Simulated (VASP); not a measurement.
Here is a VASP 6.6.1 calculation.

The input INCAR:

```
PREC = Accurate ; ENCUT = 520
EDIFF = 1E-6 ; ISMEAR = -1
SIGMA = 0.1 ; LREAL = False
LASPH = True ; NELM = 60
ALGO = Normal ; ISIF = 2
LWAVE = False ; LCHARG = False
GGA = CA ; NBANDS = 12
```

The input KPOINTS:

```
regular mesh
0
Gamma
  16 16 16
```

Contents of POSCAR:

```
Zn
1.0
    0.0000000000      1.8927507171      1.8927507171
    1.8927507171      0.0000000000      1.8927507171
    1.8927507171      1.8927507171      0.0000000000
Zn
1
Direct
    0.0000000000      0.0000000000      0.0000000000
```

Potentials or basis: VASP PAW LDA potentials, release 64 (Zn).

Launch:

```bash
$ cat potpaw_LDA.64/Zn/POTCAR > POTCAR
$ mpirun -np 1 vasp_std > vasp.out
```

Question: Estimate the band gap on the k mesh.

Answer: Zero (band 6 reaches 6.03 eV, above the bottom of band 7 at 2.47 eV).

Question: Estimate the pressure.

Answer: 0.4 GPa.
